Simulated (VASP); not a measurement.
# Be16CO in VASP: further runs

Be16CO is run at these levels: PBE; tasks: single point.

Program: VASP 6.6.1. These are calculated values, not measurements. Logs are shortened: lines on timing, memory, paths and dates and some standing lists are left out, and cuts for length are marked.

### 1 The cell of the first run

The cell holds a slab with vacuum, 18 atoms: a = 4.525 Å, b = 4.525 Å, c = 23.476 Å, α = 90.00°, β = 90.00°, γ = 120.00°.

### 2 Single point, PBE

File INCAR:

```
PREC = Accurate ; ENCUT = 520
EDIFF = 1E-6 ; ISMEAR = 0
SIGMA = 0.1 ; LREAL = Auto
LASPH = T ; NELM = 100
ALGO = Normal ; ISIF = 2
LWAVE = F ; LCHARG = F
LDIPOL = T ; IDIPOL = 3
DIPOL = 0.5 0.5 0.310 ; GGA = PE
NBANDS = 36
```

File KPOINTS:

```
Automatic mesh
0
Gamma
  6 6 1
```

File POSCAR:

```
Be16CO
1.0
    4.5254381410      0.0000000000      0.0000000000
   -2.2627190705      3.9191443934      0.0000000000
    0.0000000000      0.0000000000     23.4761687145
Be C O
16 1 1
Direct
    0.3333333333      0.1666666667      0.1703855535
    0.3333333333      0.6666666667      0.1703855535
    0.8333333333      0.1666666667      0.1703855535
    0.8333333333      0.6666666667      0.1703855535
    0.1666666667      0.3333333333      0.2463521558
    0.1666666667      0.8333333333      0.2463521558
    0.6666666667      0.3333333333      0.2463521558
    0.6666666667      0.8333333333      0.2463521558
    0.3333333333      0.1666666667      0.3241941575
    0.3333333333      0.6666666667      0.3241941575
    0.8333333333      0.1666666667      0.3241941575
    0.8333333333      0.6666666667      0.3241941575
    0.1666666667      0.3333333333      0.4036505628
    0.1666666667      0.8333333333      0.4036505628
    0.6666666667      0.3333333333      0.4036505628
    0.6666666667      0.8333333333      0.4036505628
    0.1666666667      0.3333333333      0.4939549062
    0.3096154644      0.1903845356      0.5067436238
```

Potentials or basis: VASP PAW PBE potentials, release 64 (Be, C, O).

Command:

```
$ cat potpaw_PBE.64/Be/POTCAR potpaw_PBE.64/C/POTCAR potpaw_PBE.64/O/POTCAR > POTCAR
$ mpirun -np 1 vasp_std > vasp.out
```

OUTCAR:

```text
PREC = Accurate
   ENCUT = 520
   EDIFF = 1E-6
   ISMEAR = 0
   LREAL = Auto
   LASPH = T
   NELM = 100
   ISIF = 2
   GGA = PE

 ion  position               nearest neighbor table
   1  0.333  0.167  0.170-   5 2.21   7 2.21   6 2.21   3 2.26   3 2.26   2 2.26   2 2.26   4 2.26
                             4 2.26
   2  0.333  0.667  0.170-   6 2.21   8 2.21   5 2.21   4 2.26   4 2.26   3 2.26   1 2.26   1 2.26
                             3 2.26
   3  0.833  0.167  0.170-   7 2.21   5 2.21   8 2.21   1 2.26   1 2.26   2 2.26   4 2.26   4 2.26
                             2 2.26
   4  0.833  0.667  0.170-   8 2.21   6 2.21   7 2.21   2 2.26   2 2.26   1 2.26   3 2.26   3 2.26
                             1 2.26
   5  0.167  0.333  0.246-   1 2.21   3 2.21   2 2.21   9 2.25  11 2.25  10 2.25   7 2.26   7 2.26
                             6 2.26   6 2.26   8 2.26   8 2.26
   6  0.167  0.833  0.246-   2 2.21   4 2.21   1 2.21  10 2.25  12 2.25   9 2.25   8 2.26   8 2.26
                             7 2.26   5 2.26   5 2.26   7 2.26
   7  0.667  0.333  0.246-   3 2.21   1 2.21   4 2.21  11 2.25   9 2.25  12 2.25   5 2.26   5 2.26
                             6 2.26   8 2.26   8 2.26   6 2.26
   8  0.667  0.833  0.246-   4 2.21   2 2.21   3 2.21  12 2.25  10 2.25  11 2.25   6 2.26   6 2.26
                             5 2.26   7 2.26   7 2.26   5 2.26
   9  0.333  0.167  0.324-   5 2.25   7 2.25   6 2.25  11 2.26  11 2.26  12 2.26  10 2.26  10 2.26
                            12 2.26  13 2.28  15 2.28  14 2.28
  10  0.333  0.667  0.324-   6 2.25   8 2.25   5 2.25  12 2.26  12 2.26   9 2.26   9 2.26  11 2.26
                            11 2.26  14 2.28  16 2.28  13 2.28
  11  0.833  0.167  0.324-   7 2.25   5 2.25   8 2.25   9 2.26   9 2.26  12 2.26  12 2.26  10 2.26
                            10 2.26  15 2.28  13 2.28  16 2.28
  12  0.833  0.667  0.324-   8 2.25   6 2.25   7 2.25  10 2.26  10 2.26  11 2.26  11 2.26   9 2.26
                             9 2.26  16 2.28  14 2.28  15 2.28
  13  0.167  0.333  0.404-  17 2.12  15 2.26  15 2.26  14 2.26  14 2.26  16 2.26  16 2.26   9 2.28
                            11 2.28  10 2.28
  14  0.167  0.833  0.404-  16 2.26  16 2.26  13 2.26  13 2.26  15 2.26  15 2.26  10 2.28  12 2.28
                             9 2.28
  15  0.667  0.333  0.404-  13 2.26  13 2.26  16 2.26  16 2.26  14 2.26  14 2.26  11 2.28   9 2.28
                            12 2.28
  16  0.667  0.833  0.404-  14 2.26  14 2.26  15 2.26  15 2.26  13 2.26  13 2.26  12 2.28  10 2.28
                            11 2.28
  17  0.167  0.333  0.494-  18 1.16  13 2.12
  18  0.310  0.190  0.507-  17 1.16

  LATTYP: Found a hexagonal cell.
 ALAT       =     4.5254381410
 C/A-ratio  =     5.1876012848

  Lattice vectors:

 A1 = (   4.5254381410,   0.0000000000,   0.0000000000)
 A2 = (  -2.2627190705,   3.9191443934,   0.0000000000)
 A3 = (   0.0000000000,   0.0000000000,  23.4761687145)

Analysis of symmetry for initial positions (statically):
=====================================================================
 Subroutine PRICEL returns:
 Original cell was already a primitive cell.

 Routine SETGRP: Setting up the symmetry group for a
 hexagonal supercell.

 Subroutine GETGRP returns: Found  2 space group operations
 (whereof  1 operations were pure point group operations)
 out of a pool of 24 trial point group operations.

The static configuration has the point symmetry C_1 .
 The point group associated with its full space group is C_1h.

Analysis of symmetry for dynamics (positions and initial velocities):
=====================================================================
 Subroutine PRICEL returns:
 Original cell was already a primitive cell.

 Routine SETGRP: Setting up the symmetry group for a
 hexagonal supercell.

 Subroutine GETGRP returns: Found  2 space group operations
 (whereof  1 operations were pure point group operations)
 out of a pool of 24 trial point group operations.

The dynamic configuration has the point symmetry C_1 .
 The point group associated with its full space group is C_1h.

 Subroutine INISYM returns: Found  2 space group operations
 (whereof  1 operations are pure point group operations),
 and found     1 'primitive' translations

----------------------------------------------------------------------------------------

                                     Primitive cell

  volume of cell :     416.3697

  direct lattice vectors                    reciprocal lattice vectors
     4.525438141  0.000000000  0.000000000     0.220973079  0.127578867  0.000000000
    -2.262719071  3.919144393  0.000000000     0.000000000  0.255157733  0.000000000
     0.000000000  0.000000000 23.476168715     0.000000000  0.000000000  0.042596388

  length of vectors
     4.525438141  4.525438141 23.476168715     0.255157733  0.255157733  0.042596388

  position of ions in fractional coordinates (direct lattice)
     0.333333333  0.166666667  0.170385553
     0.333333333  0.666666667  0.170385553
     0.833333333  0.166666667  0.170385553
     0.833333333  0.666666667  0.170385553
     0.166666667  0.333333333  0.246352156
     0.166666667  0.833333333  0.246352156
[... 10 lines left out ...]
     0.166666667  0.333333333  0.493954906
     0.309615464  0.190384536  0.506743624

  ion indices of the primitive-cell ions
   primitive index   ion index
                 1           1
                 2           2
                 3           3
                 4           4
                 5           5
                 6           6
[... 10 lines left out ...]
                17          17
                18          18

----------------------------------------------------------------------------------------

 KPOINTS: Automatic mesh

Automatic generation of k-mesh.
 Grid dimensions read from file:
 generate k-points for:    6    6    1

 Generating k-lattice:

  Cartesian coordinates                     Fractional coordinates (reciprocal lattice)
     0.036828847  0.021263144  0.000000000     0.166666667  0.000000000  0.000000000
     0.000000000  0.042526289  0.000000000     0.000000000  0.166666667  0.000000000
     0.000000000  0.000000000  0.042596388     0.000000000  0.000000000  1.000000000

  Length of vectors
     0.042526289  0.042526289  0.042596388

  Shift w.r.t. Gamma in fractional coordinates (k-lattice)
     0.000000000  0.000000000  0.000000000

 Subroutine IBZKPT returns following result:
 ===========================================

 Found     13 irreducible k-points:

 Following reciprocal coordinates:
            Coordinates               Weight
  0.000000  0.000000  0.000000      1.000000
  0.166667  0.000000  0.000000      4.000000
 -0.166667  0.166667  0.000000      2.000000
  0.333333  0.000000  0.000000      4.000000
 -0.333333  0.333333  0.000000      2.000000
  0.500000  0.000000  0.000000      2.000000
  0.500000  0.500000  0.000000      1.000000
  0.166667  0.166667  0.000000      2.000000
 -0.166667  0.333333  0.000000      4.000000
  0.333333  0.166667  0.000000      4.000000
 -0.166667  0.500000  0.000000      4.000000
  0.500000  0.333333  0.000000      4.000000
  0.333333  0.333333  0.000000      2.000000
   k-points           NKPTS =     13   k-points in BZ     NKDIM =     13   number of bands    NBANDS=     36
   number of dos      NEDOS =    301   number of ions     NIONS =     18
   total plane-waves  NPLWV = 233280
   dimension x,y,z NGX =    36 NGY =   36 NGZ =  180
   dimension x,y,z NGXF=    72 NGYF=   72 NGZF=  360
   ions per type =              16   1   1
   NGX,Y,Z   is equivalent  to a cutoff of  13.22, 13.22, 12.75 a.u.
   NGXF,Y,Z  is equivalent  to a cutoff of  26.45, 26.45, 25.49 a.u.
 SYSTEM =  unknown system
   PREC   = accura    normal or accurate (medium, high low for compatibility)
   ISTART =      0    job   : 0-new  1-cont  2-samecut
   ICHARG =      2    charge: 1-file 2-atom 10-const
   ISPIN  =      1    spin polarized calculation?
   LNONCOLLINEAR =      F non collinear calculations
   LSORBIT =      F    spin-orbit coupling
   LASPH  =      T    aspherical Exc in radial PAW
   ENCUT  =  520.0 eV  38.22 Ry    6.18 a.u.   8.41  8.41 43.65*2*pi/ulx,y,z
   NELM   =    100;   NELMIN=  2; NELMDL= -5     # of ELM steps
   EDIFF  = 0.1E-05   stopping-criterion for ELM
   LREAL  =      T    real-space projection
   EDIFFG = 0.1E-04   stopping-criterion for IOM
   NSW    =      0    number of steps for IOM
   IBRION =     -1    ionic relax: 0-MD 1-quasi-New 2-CG
   NFREE  =      0    steps in history (QN), initial steepest desc. (CG)
   ISIF   =      2    stress and relaxation
   ISYM   =      2    0-nonsym 1-usesym 2-fastsym
   POTIM  = 0.5000    time-step for ionic-motion
   TEBEG  =    0.0;   TEEND  =   0.0 temperature during run
   PSTRESS=    0.0 pullay stress
   NELECT =      42.0000    total number of electrons
   NUPDOWN=      -1.0000    fix difference up-down
   EMIN   =  10.00;   EMAX   =-10.00  energy-range for DOS
   EFERMI =   0.00;   METHOD = LEGACY
   ISMEAR =     0;   SIGMA  =   0.10  broadening in eV -4-tet -1-fermi 0-gaus
   EFERMI_NEDOS =   21; number of points for ismear=-14 and -15
   IALGO  =     38    algorithm
   IMIX   =      4    mixing-type and parameters
     AMIX     =   0.40;   BMIX     =  1.00
     AMIX_MAG =   1.60;   BMIX_MAG =  1.00
  volume/ion in A,a.u.               =      23.13       156.10
  Fermi-wavevector in a.u.,A,eV,Ry     =   0.762076  1.440115  7.901715  0.580760
  Thomas-Fermi vector in A             =   1.861457
   LORBIT       =      0    0 simple, 1 ext, 2 COOP (PROOUT), +10 PAW based schemes
   GGA     = PE    functional components
   LHFCALC =     F    Hartree Fock is set to
   AEXX    =    0.0000 exact exchange contribution
   IVDW    =     0    specifies the selected vdW correction
   LEPSILON=     F    determine dielectric tensor
   LRPA    =     F    only Hartree local field effects (RPA)
 non-spin polarized calculation
 Gauss-broadening in eV      SIGMA  =   0.10
  energy-cutoff  :      520.00
  volume of cell :      416.37
 maximum number of plane-waves:     11313
 NGX is ok and might be reduce to    36
   NGX = 17   NGY = 17   NGZ = 87

 dipolmoment           0.000000      0.000000      0.200002 electrons x Angstroem

 number of electron      41.9999997 magnetization

 dipolmoment           0.000000      0.000000     -0.047408 electrons x Angstroem

 Free energy of the ion-electron system (eV)
  ---------------------------------------------------
  ext. energy  EPLUGINS =         0.00000000
  ---------------------------------------------------
  free energy    TOTEN  =       -70.23408589 eV

  energy without entropy =      -70.18423431  energy(sigma->0) =      -70.20916010

 E-fermi :  -1.1891     XC(G=0):  -4.6349

 val. band max:       -1.2108501901   @ k =   0.3333   0.0000   0.0000
 cond. band min:      -1.1746378681   @ k =  -0.3333   0.3333   0.0000
 fundamental gap:      0.0362123220
 Fermi energy:        -1.1891444432

 k-point     1 :       0.0000    0.0000    0.0000
  band No.  band energies     occupation
      1     -25.3070      2.00000
      2     -11.2230      2.00000
      3     -10.4233      2.00000
      4      -9.9054      2.00000
      5      -8.6655      2.00000
      6      -7.8734      2.00000
[... 25 lines left out ...]
     32       3.3177      0.00000
     33       3.7775      0.00000
[... 400 lines left out ...]
      2     -10.5681      2.00000
      3      -8.8933      2.00000
      4      -8.7897      2.00000
      5      -8.7839      2.00000
      6      -8.4787      2.00000
[... 25 lines left out ...]
     32       4.3704      0.00000
     33       4.7712      0.00000
 [bands above 33 left out]

------------------------ aborting loop because EDIFF is reached ----------------------------------------

 vacuum level on the upper side and lower side of the slab       (xc-potential included)        -0.311         0.229

  FORCE on cell =-STRESS in cart. coord.  units (eV):
  Direction    XX          YY          ZZ          XY          YZ          ZX
  --------------------------------------------------------------------------------------
  -------------------------------------------------------------------------------------
  Total       -6.2799899     -6.0626648      4.2341911      0.1882091     -0.1745194      0.3022856
  in kB      -24.1652010    -23.3289406     16.2930321      0.7242228     -0.6715449      1.1631853
  external PRESSURE =     -10.4003698 kB  Pullay stress =       0.0000000 kB

 VOLUME and BASIS-vectors are now :
 -----------------------------------------------------------------------------
  energy-cutoff  :      520.00
  volume of cell :      416.37
      direct lattice vectors                 reciprocal lattice vectors
     4.525438141  0.000000000  0.000000000     0.220973079  0.127578867  0.000000000
    -2.262719071  3.919144393  0.000000000     0.000000000  0.255157733  0.000000000
     0.000000000  0.000000000 23.476168715     0.000000000  0.000000000  0.042596388

 POSITION                                       TOTAL-FORCE (eV/Angst)
 -----------------------------------------------------------------------------------
      1.13136      0.65319      4.00000        -0.042585      0.024586     -0.179053
     -0.00000      2.61276      4.00000        -0.011204     -0.053857     -0.215049
      3.39408      0.65319      4.00000         0.041040      0.036632     -0.215049
      2.26272      2.61276      4.00000         0.010017     -0.005784     -0.212182
      0.00000      1.30638      5.78340        -0.015357      0.008867      0.401151
     -1.13136      3.26595      5.78340        -0.009574     -0.027143      0.264961
[... 10 lines left out ...]
      0.00000      1.30638     11.59617         0.301038     -0.173804      0.368339
      0.97036      0.74614     11.89640        -0.131609      0.075985      1.121573
 -----------------------------------------------------------------------------------
    total drift:                                0.000799     -0.000462     -0.009848

  FREE ENERGIE OF THE ION-ELECTRON SYSTEM (eV)
  ---------------------------------------------------
  free  energy   TOTEN  =       -70.2340858905 eV

  energy  without entropy=      -70.1842343149  energy(sigma->0) =      -70.20916010

 vacuum level on the upper side and lower side of the slab         3.670         4.155
```

It took 4.4 min on 1 thread of Intel Xeon 6975P-C (Granite Rapids), shared host; peak memory 0.55 GiB.

Results:

- Free energy: -70.2341 eV
- Largest force: 1.132 eV/Å
- Band gap on the k mesh: zero (band 21 reaches -0.63 eV, above the bottom of band 22 at -2.34 eV)

Forces on the atoms (eV/Å):
```
Be  -0.043  0.025 -0.179
Be  -0.011 -0.054 -0.215
Be   0.041  0.037 -0.215
Be   0.010 -0.006 -0.212
Be  -0.015  0.009  0.401
Be  -0.010 -0.027  0.265
Be   0.019  0.022  0.265
Be   0.013 -0.008  0.133
Be   0.101 -0.058  0.082
Be  -0.024  0.088 -0.010
Be  -0.088 -0.024 -0.010
Be   0.013 -0.007 -0.152
Be  -0.285  0.165 -0.059
Be   0.022 -0.085 -0.592
Be   0.084  0.023 -0.592
Be   0.003 -0.002 -0.399
C    0.301 -0.174  0.368
O   -0.132  0.076  1.122
```

### 3 Single point, PBE

File INCAR:

```
SYSTEM = Be16CO
ALGO = Normal ; DIPOL = 0.5 0.5 0.314
EDIFF = 1E-7 ; ENCUT = 520
GGA = PE ; IDIPOL = 3
ISIF = 2 ; ISMEAR = 0
LASPH = .True. ; LCHARG = .True.
LDIPOL = .True. ; LELF = .True.
LREAL = Auto ; LVACPOTAV = .True.
LVHAR = .True. ; LWAVE = .False.
NBANDS = 36 ; NELM = 100
PREC = Accurate ; SIGMA = 0.1
```

File KPOINTS:

```
k-points
0
Gamma
  6 6 1
  0 0 0
```

Changes to POSCAR since step 2:

```diff
@@ -24,3 +24,3 @@
     0.6666666667      0.8333333333      0.4036505628
-    0.1666666667      0.3333333333      0.4939549062
-    0.3096154644      0.1903845356      0.5067436238
+    0.1666666667      0.3333333333      0.5301618363
+    0.3096154644      0.1903845356      0.5429505539
```

Potentials or basis: VASP PAW PBE potentials, release 64 (Be, C, O).

Command:

```
$ cat potpaw_PBE.64/Be/POTCAR potpaw_PBE.64/C/POTCAR potpaw_PBE.64/O/POTCAR > POTCAR
$ mpirun -np 1 vasp_std > vasp.out
```

It took 4.2 min on 1 thread of Intel Xeon 6975P-C (Granite Rapids), shared host; peak memory 0.56 GiB.

The run converged. Its results:

- Free energy: -70.8833 eV
- Largest force: 1.598 eV/Å
- Band gap on the k mesh: zero (band 21 reaches -0.75 eV, above the bottom of band 22 at -3.02 eV)

Forces on the atoms (eV/Å):
```
Be  -0.004  0.002 -0.187
Be  -0.001 -0.003 -0.186
Be   0.002  0.002 -0.186
Be   0.001  0.000 -0.190
Be  -0.001  0.001  0.264
Be   0.001 -0.002  0.253
Be   0.002  0.000  0.253
Be   0.000  0.000  0.236
Be   0.014 -0.008 -0.031
Be   0.000  0.014 -0.020
Be  -0.012 -0.007 -0.020
Be  -0.002  0.001 -0.045
Be  -0.014  0.008 -0.051
Be  -0.001  0.004 -0.122
Be  -0.004 -0.002 -0.122
Be   0.005 -0.003 -0.111
C    1.316 -0.760  0.493
O   -1.304  0.753 -0.227
```

Levels at points of the mesh, in eV from the Fermi level:
```tsv
k point	band 18	band 19	band 20	band 21	band 22	band 23	band 24	band 25	band 26	band 27
(0.00, 0.00, 0.00)	-1.83	-1.82	-1.70	-1.70	-1.69	2.74	2.93	2.98	3.02	3.04
(0.50, 0.00, 0.00)	-1.31	-1.30	0.11	0.20	0.83	0.83	2.77	3.10	3.18	3.20
(0.50, 0.50, 0.00)	-1.31	-1.30	0.14	0.16	0.83	0.84	2.98	3.18	3.18	3.44
```

### 4 Single point, PBE

File INCAR:

```
PREC = Accurate ; ENCUT = 520
EDIFF = 1E-6 ; ISMEAR = 0
SIGMA = 0.1 ; LREAL = Auto
LASPH = T ; NELM = 60
ALGO = Normal ; ISIF = 2
LWAVE = F ; LCHARG = F
LDIPOL = T ; IDIPOL = 3
DIPOL = 0.5 0.5 0.313 ; GGA = PE
NBANDS = 36
```

File KPOINTS:

```
Automatic mesh
0
Gamma
  6 6 1
```

Changes to POSCAR since step 3:

```diff
@@ -24,3 +24,3 @@
     0.6666666667      0.8333333333      0.4036505628
-    0.1666666667      0.3333333333      0.5301618363
-    0.3096154644      0.1903845356      0.5429505539
+    0.1666666667      0.3333333333      0.5088636421
+    0.2713124495      0.2286875505      0.5438030684
```

Command:

```
$ cat potpaw_PBE.64/Be/POTCAR potpaw_PBE.64/C/POTCAR potpaw_PBE.64/O/POTCAR > POTCAR
$ mpirun -np 1 vasp_std > vasp.out
```

It took 4.9 min on 1 thread of AMD EPYC 9R45 (Zen 5), shared host; peak memory 0.53 GiB.

The run converged. Its results:

* Free energy: -70.8241 eV
* Largest force: 1.266 eV/Å
* Band gap on the k mesh: zero (band 21 reaches -0.72 eV, above the bottom of band 22 at -2.81 eV)

Forces on the atoms (eV/Å):
```
Be  -0.020  0.012 -0.217
Be  -0.004 -0.016 -0.182
Be   0.012  0.012 -0.182
Be   0.013 -0.008 -0.216
Be   0.005 -0.003  0.335
Be  -0.002  0.006  0.251
Be  -0.006 -0.001  0.251
Be   0.000  0.000  0.205
Be   0.102 -0.059 -0.083
Be   0.008  0.100  0.053
Be  -0.082 -0.057  0.053
Be  -0.026  0.015 -0.122
Be   0.026 -0.015  0.513
Be  -0.035  0.147 -0.295
Be  -0.145 -0.043 -0.295
Be   0.050 -0.029 -0.250
C    0.824 -0.476  0.836
O   -0.719  0.415 -0.655
```

Levels at points of the mesh, in eV from the Fermi level:
```csv
k point,band 19,band 20,band 21,band 22,band 23,band 24,band 25,band 26
"(0.00, 0.00, 0.00)",-1.74,-1.73,-1.69,-1.52,2.15,2.64,2.97,3.04
"(0.50, 0.00, 0.00)",-1.17,0.02,0.40,0.77,0.86,2.51,2.90,3.19
"(0.50, 0.50, 0.00)",-1.16,0.05,0.43,0.77,0.85,2.84,2.98,3.19
```

(Continued in part 2 of 2.)
